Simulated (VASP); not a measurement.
Write the native input for VASP 6.6.1 that does the following.

| Quantity | Value |
| --- | --- |
| Task | single point |
| Functional | BLYP |
| Potentials or basis | VASP PAW PBE potentials, release 64 (Lu, Be) |
| Cutoff | 520 eV |
| k mesh | 8 × 8 × 8 |
| Occupations | fermi-dirac, width 0.05 eV |
| Spin | no spin polarisation |
| Dipole correction | no |
| Further INCAR settings | ALGO = Normal; EDIFF = 1e-07; NBANDS = 20 |

The structure of LuBe lies in POSCAR:

```
LuBe
1.0
    3.3203700000      0.0000000000      0.0000000000
    0.0000000000      3.3203700000      0.0000000000
    0.0000000000      0.0000000000      3.3203700000
Lu Be
1 1
Direct
    0.0000000000      0.0000000000      0.0000000000
    0.5000000000      0.5000000000      0.5000000000
```

The input as run:

INCAR

```
SYSTEM = LuBe
AGGAC = 1.0 ; AGGAX = 1.0
ALDAC = 0.0 ; ALDAX = 1.0
ALGO = Normal ; EDIFF = 1E-7
ENCUT = 520 ; GGA = B5
ISIF = 2 ; ISMEAR = -1
LASPH = .TRUE. ; LCHARG = .FALSE.
LREAL = .FALSE. ; LWAVE = .FALSE.
NBANDS = 20 ; NELM = 80
PREC = Accurate ; SIGMA = 0.05
```

KPOINTS

```
k-points
0
G
  8 8 8
  0 0 0
```

Potentials or basis: VASP PAW PBE potentials, release 64 (Lu, Be).

The run is started by

```bash
$ cat potpaw_PBE.64/Lu/POTCAR potpaw_PBE.64/Be/POTCAR > POTCAR
$ mpirun -np 1 vasp_std > vasp.out
```

Results of the run:

| Item | Value |
| --- | --- |
| Pressure | 2.0 GPa |

Caveat: the PAW data sets were made with another functional, which shifts forces and pressure a little.

It took 20 s on 1 thread of Intel(R) Xeon(R) 6975P-C (Granite Rapids), with other jobs on the host, peak memory 0.18 GiB.
